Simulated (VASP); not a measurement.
# Rb (I4/mmm) in VASP: further runs

Rb is run at these levels: PBE; tasks: single point.

All numbers are computed with VASP 6.6.1; they aren't measurements. Logs are shortened: lines on timing, memory, paths and dates and some standing lists are left out, and cuts for length are marked.

### Step 1. The cell of the first run

The structure is tetragonal, space group I4/mmm (No. 139). Conventional cell: a = 5.909 Å, b = 5.909 Å, c = 5.462 Å, α = 90.00°, β = 90.00°, γ = 90.00°.

### Step 2. Single point, PBE

Contents of INCAR:

```
PREC = Accurate
ENCUT = 520
EDIFF = 1E-6
ISMEAR = 1
SIGMA = 0.05
LREAL = False
LASPH = True
NELM = 60
ALGO = Normal
ISIF = 2
LWAVE = False
LCHARG = False
GGA = PE
NBANDS = 10
```

Contents of KPOINTS:

```
Automatic mesh
0
Gamma
  5 5 5
```

Contents of POSCAR:

```
Rb
1.0
   -2.9545118600      2.9545118600      2.7308452000
    2.9545118600     -2.9545118600      2.7308452000
    2.9545118600      2.9545118600     -2.7308452000
Rb
1
Direct
    0.0000000000      0.0000000000      0.0000000000
```

Potentials or basis: VASP PAW PBE potentials, release 64 (Rb_sv).

The run is started by

```bash
cat potpaw_PBE.64/Rb_sv/POTCAR > POTCAR
mpirun -np 1 vasp_std > vasp.out
```

OUTCAR:

```text
PREC = Accurate
   ENCUT = 520
   EDIFF = 1E-6
   ISMEAR = 1
   LREAL = False
   LASPH = True
   NELM = 60
   ISIF = 2
   GGA = PE

 ion  position               nearest neighbor table
   1  0.000  0.000  0.000-

  LATTYP: Found a body centered tetragonal cell.
 ALAT       =     5.9090237200
 C/A-ratio  =     0.9242965774

  Lattice vectors:

 A1 = (  -2.9545118600,   2.9545118600,   2.7308452000)
 A2 = (   2.9545118600,  -2.9545118600,   2.7308452000)
 A3 = (   2.9545118600,   2.9545118600,  -2.7308452000)

Analysis of symmetry for initial positions (statically):
=====================================================================
 Subroutine PRICEL returns:
 Original cell was already a primitive cell.

 Routine SETGRP: Setting up the symmetry group for a
 body centered tetragonal supercell.

 Subroutine GETGRP returns: Found 16 space group operations
 (whereof 16 operations were pure point group operations)
 out of a pool of 16 trial point group operations.

The static configuration has the point symmetry D_4h.

Analysis of symmetry for dynamics (positions and initial velocities):
=====================================================================
 Subroutine PRICEL returns:
 Original cell was already a primitive cell.

 Routine SETGRP: Setting up the symmetry group for a
 body centered tetragonal supercell.

 Subroutine GETGRP returns: Found 16 space group operations
 (whereof 16 operations were pure point group operations)
 out of a pool of 16 trial point group operations.

The dynamic configuration has the point symmetry D_4h.

 Subroutine INISYM returns: Found 16 space group operations
 (whereof 16 operations are pure point group operations),
 and found     1 'primitive' translations

----------------------------------------------------------------------------------------

                                     Primitive cell

  volume of cell :      95.3517

  direct lattice vectors                    reciprocal lattice vectors
    -2.954511860  2.954511860  2.730845200     0.000000000  0.169232693  0.183093498
     2.954511860 -2.954511860  2.730845200     0.169232693  0.000000000  0.183093498
     2.954511860  2.954511860 -2.730845200     0.169232693  0.169232693  0.000000000

  length of vectors
     4.991572515  4.991572515  4.991572515     0.249324956  0.249324956  0.239331170

  position of ions in fractional coordinates (direct lattice)
     0.000000000  0.000000000  0.000000000

  ion indices of the primitive-cell ions
   primitive index   ion index
                 1           1

----------------------------------------------------------------------------------------

 KPOINTS: Automatic mesh

Automatic generation of k-mesh.
 Grid dimensions read from file:
 generate k-points for:    5    5    5

 Generating k-lattice:

  Cartesian coordinates                     Fractional coordinates (reciprocal lattice)
     0.000000000  0.033846539  0.036618700     0.200000000 -0.000000000  0.000000000
     0.033846539  0.000000000  0.036618700    -0.000000000  0.200000000  0.000000000
     0.033846539  0.033846539  0.000000000     0.000000000  0.000000000  0.200000000

  Length of vectors
     0.049864991  0.049864991  0.047866234

  Shift w.r.t. Gamma in fractional coordinates (k-lattice)
     0.000000000  0.000000000  0.000000000

 Subroutine IBZKPT returns following result:
 ===========================================

 Found     18 irreducible k-points:

 Following reciprocal coordinates:
            Coordinates               Weight
  0.000000  0.000000  0.000000      1.000000
  0.200000 -0.000000  0.000000      8.000000
  0.400000 -0.000000  0.000000      8.000000
  0.200000  0.200000  0.000000      8.000000
  0.400000  0.200000  0.000000     16.000000
 -0.400000  0.200000 -0.000000     16.000000
[... 10 lines left out ...]
 -0.400000  0.400000  0.400000      4.000000
 -0.400000 -0.400000  0.400000      2.000000
   k-points           NKPTS =     18   k-points in BZ     NKDIM =     18   number of bands    NBANDS=     10
   number of dos      NEDOS =    301   number of ions     NIONS =      1
   total plane-waves  NPLWV =  64000
   dimension x,y,z NGX =    40 NGY =   40 NGZ =   40
   dimension x,y,z NGXF=    80 NGYF=   80 NGZF=   80
   ions per type =               1
   NGX,Y,Z   is equivalent  to a cutoff of  13.32, 13.32, 13.32 a.u.
   NGXF,Y,Z  is equivalent  to a cutoff of  26.64, 26.64, 26.64 a.u.
 SYSTEM =  unknown system
   PREC   = accura    normal or accurate (medium, high low for compatibility)
   ISTART =      0    job   : 0-new  1-cont  2-samecut
   ICHARG =      2    charge: 1-file 2-atom 10-const
   ISPIN  =      1    spin polarized calculation?
   LNONCOLLINEAR =      F non collinear calculations
   LSORBIT =      F    spin-orbit coupling
   LASPH  =      T    aspherical Exc in radial PAW
   ENCUT  =  520.0 eV  38.22 Ry    6.18 a.u.   9.28  9.28  9.28*2*pi/ulx,y,z
   NELM   =     60;   NELMIN=  2; NELMDL= -5     # of ELM steps
   EDIFF  = 0.1E-05   stopping-criterion for ELM
   LREAL  =      F    real-space projection
   EDIFFG = 0.1E-04   stopping-criterion for IOM
   NSW    =      0    number of steps for IOM
   IBRION =     -1    ionic relax: 0-MD 1-quasi-New 2-CG
   NFREE  =      0    steps in history (QN), initial steepest desc. (CG)
   ISIF   =      2    stress and relaxation
   ISYM   =      2    0-nonsym 1-usesym 2-fastsym
   POTIM  = 0.5000    time-step for ionic-motion
   TEBEG  =    0.0;   TEEND  =   0.0 temperature during run
   PSTRESS=    0.0 pullay stress
   NELECT =       9.0000    total number of electrons
   NUPDOWN=      -1.0000    fix difference up-down
   EMIN   =  10.00;   EMAX   =-10.00  energy-range for DOS
   EFERMI =   0.00;   METHOD = LEGACY
   ISMEAR =     1;   SIGMA  =   0.05  broadening in eV -4-tet -1-fermi 0-gaus
   EFERMI_NEDOS =   21; number of points for ismear=-14 and -15
   IALGO  =     38    algorithm
   IMIX   =      4    mixing-type and parameters
     AMIX     =   0.40;   BMIX     =  1.00
     AMIX_MAG =   1.60;   BMIX_MAG =  1.00
  volume/ion in A,a.u.               =      95.35       643.47
  Fermi-wavevector in a.u.,A,eV,Ry     =   0.745383  1.408570  7.559340  0.555596
  Thomas-Fermi vector in A             =   1.840957
   LORBIT       =      0    0 simple, 1 ext, 2 COOP (PROOUT), +10 PAW based schemes
   GGA     = PE    functional components
   LHFCALC =     F    Hartree Fock is set to
   AEXX    =    0.0000 exact exchange contribution
   IVDW    =     0    specifies the selected vdW correction
   LEPSILON=     F    determine dielectric tensor
   LRPA    =     F    only Hartree local field effects (RPA)
 non-spin polarized calculation
 Methfessel and Paxton  Order N= 1 SIGMA  =   0.05
  energy-cutoff  :      520.00
  volume of cell :       95.35
 maximum number of plane-waves:      2582
 NGX is ok and might be reduce to    40
   NGX = 19   NGY = 19   NGZ = 19

 number of electron       9.0000000 magnetization

 Free energy of the ion-electron system (eV)
  ---------------------------------------------------
  ext. energy  EPLUGINS =         0.00000000
  ---------------------------------------------------
  free energy    TOTEN  =        -0.93906963 eV

  energy without entropy =       -0.93780883  energy(sigma->0) =       -0.93864936

 E-fermi :  -0.0867     XC(G=0):  -5.3548

 val. band max:       -0.1009865949   @ k =  -0.4000   0.4000   0.2000
 cond. band min:      -0.0679823563   @ k =  -0.2000   0.4000   0.2000
 fundamental gap:      0.0330042386
 Fermi energy:        -0.0867062073

 k-point     1 :       0.0000    0.0000    0.0000
  band No.  band energies     occupation
      1     -29.0189      2.00000
      2     -13.0653      2.00000
      3     -13.0653      2.00000
      4     -13.0647      2.00000
      5      -2.0002      2.00000
      6       3.2953      0.00000
      7       3.6975      0.00000
      8       3.6975      0.00000
      9       4.1699      0.00000
     10       4.7171      0.00000

 k-point     2 :       0.2000   -0.0000    0.0000
  band No.  band energies     occupation
      1     -29.0177      2.00000
      2     -13.0934      2.00000
      3     -13.0751      2.00000
      4     -13.0660      2.00000
      5      -1.5438      2.00000
      6       2.8060      0.00000
      7       2.9562      0.00000
      8       3.8956      0.00000
      9       4.2215      0.00000
     10       4.3917      0.00000

 k-point     3 :       0.4000   -0.0000    0.0000
  band No.  band energies     occupation
      1     -29.0158      2.00000
      2     -13.1383      2.00000
      3     -13.0910      2.00000
      4     -13.0676      2.00000
      5      -0.3423      2.00000
      6       1.2921      0.00000
      7       2.4335      0.00000
      8       4.2335      0.00000
      9       4.5821      0.00000
     10       4.9558      0.00000

 k-point     4 :       0.2000    0.2000    0.0000
  band No.  band energies     occupation
      1     -29.0161      2.00000
      2     -13.1251      2.00000
      3     -13.0867      2.00000
      4     -13.0745      2.00000
      5      -0.6713      2.00000
      6       1.9327      0.00000
      7       2.2511      0.00000
      8       4.0926      0.00000
      9       4.1559      0.00000
     10       5.0519      0.00000
[... 144 lines left out ...]
 k-point    16 :      -0.2000   -0.2000    0.2000
  band No.  band energies     occupation
      1     -29.0165      2.00000
      2     -13.1021      2.00000
      3     -13.0851      2.00000
      4     -13.0851      2.00000
      5      -1.0416      2.00000
      6       2.7494      0.00000
      7       2.8863      0.00000
      8       2.8863      0.00000
      9       3.9283      0.00000
     10       5.1791      0.00000

 k-point    17 :      -0.4000    0.4000    0.4000
  band No.  band energies     occupation
      1     -29.0136      2.00000
      2     -13.1245      2.00000
      3     -13.1211      2.00000
      4     -13.1094      2.00000
      5       0.7163     -0.00000
      6       1.3902      0.00000
      7       2.7428      0.00000
      8       2.7942      0.00000
      9       3.4249      0.00000
     10       5.3662      0.00000

 k-point    18 :      -0.4000   -0.4000    0.4000
  band No.  band energies     occupation
      1     -29.0135      2.00000
      2     -13.1206      2.00000
      3     -13.1206      2.00000
      4     -13.1172      2.00000
      5       1.0132      0.00000
      6       1.2876      0.00000
      7       2.7279      0.00000
      8       2.7279      0.00000
      9       3.0494      0.00000
     10       5.4399      0.00000

------------------------ aborting loop because EDIFF is reached ----------------------------------------

  FORCE on cell =-STRESS in cart. coord.  units (eV):
  Direction    XX          YY          ZZ          XY          YZ          ZX
  --------------------------------------------------------------------------------------
  -------------------------------------------------------------------------------------
  Total       -0.0551707     -0.0551707     -0.1181053      0.0000000      0.0000000      0.0000000
  in kB       -0.9270229     -0.9270229     -1.9845008      0.0000000      0.0000000      0.0000000
  external PRESSURE =      -1.2795155 kB  Pullay stress =       0.0000000 kB

 VOLUME and BASIS-vectors are now :
 -----------------------------------------------------------------------------
  energy-cutoff  :      520.00
  volume of cell :       95.35
      direct lattice vectors                 reciprocal lattice vectors
    -2.954511860  2.954511860  2.730845200     0.000000000  0.169232693  0.183093498
     2.954511860 -2.954511860  2.730845200     0.169232693  0.000000000  0.183093498
     2.954511860  2.954511860 -2.730845200     0.169232693  0.169232693  0.000000000

 POSITION                                       TOTAL-FORCE (eV/Angst)
 -----------------------------------------------------------------------------------
      0.00000      0.00000      0.00000         0.000000     -0.000000     -0.000000
 -----------------------------------------------------------------------------------
    total drift:                               -0.000000      0.000000     -0.000000

  FREE ENERGIE OF THE ION-ELECTRON SYSTEM (eV)
  ---------------------------------------------------
  free  energy   TOTEN  =        -0.9390696302 eV

  energy  without entropy=       -0.9378088339  energy(sigma->0) =       -0.93864936
```

Run time: 11 s. Hardware: 1 thread of Intel Xeon 6975P-C, shared host; peak memory 0.23 GiB.

What came out:

```yaml
Free_energy: -0.9391 eV
Pressure: -0.1 GPa
```

Levels at points of the mesh, in eV from the Fermi level:
```tsv
k point	band 1	band 2	band 3	band 4	band 5	band 6	band 7	band 8	band 9	band 10
(0.00, 0.00, 0.00)	-28.93	-12.98	-12.98	-12.98	-1.91	3.38	3.78	3.78	4.26	4.80
```

### Step 3. Single point, PBE

Contents of INCAR:

```
SYSTEM = Rb
PREC = Accurate
ENCUT = 520
EDIFF = 1E-6
ISMEAR = 1
SIGMA = 0.05
LREAL = .False.
LASPH = .True.
NELM = 100
ALGO = Normal
ISIF = 2
LWAVE = .False.
LCHARG = .False.
GGA = PE
NBANDS = 10
```

Contents of KPOINTS:

```
regular mesh
0
Gamma
  6 6 6
  0 0 0
```

POSCAR is that of step 2.

Potentials or basis: VASP PAW PBE potentials, release 64 (Rb_sv).

The run is started by

```bash
cat potpaw_PBE.64/Rb_sv/POTCAR > POTCAR
mpirun -np 1 vasp_std > vasp.out
```

Run time: 18 s. Hardware: 1 thread of Intel Xeon 6975P-C, shared host; peak memory 0.23 GiB.

Results (log left out):

| Quantity | Value |
| --- | --- |
| Free energy | -0.9195 eV |
| Pressure | -0.1 GPa |

Stress tensor (GPa, compression positive):
```
-0.05  0.00  0.00
 0.00 -0.05  0.00
 0.00  0.00 -0.18
```

Levels at points of the mesh, in eV from the Fermi level:
```tsv
k point	band 1	band 2	band 3	band 4	band 5	band 6	band 7	band 8	band 9
(0.00, 0.00, 0.00)	-28.93	-12.98	-12.98	-12.98	-1.92	3.38	3.78	3.78	4.25
(0.50, 0.00, 0.00)	-28.93	-13.06	-13.01	-12.98	0.30	0.81	2.44	4.19	4.92
(0.50, 0.50, 0.00)	-28.93	-13.06	-13.00	-12.98	0.14	0.63	2.86	3.98	4.93
(0.50, 0.50, 0.50)	-28.93	-13.04	-13.04	-13.03	1.19	1.37	2.88	2.88	3.65
```
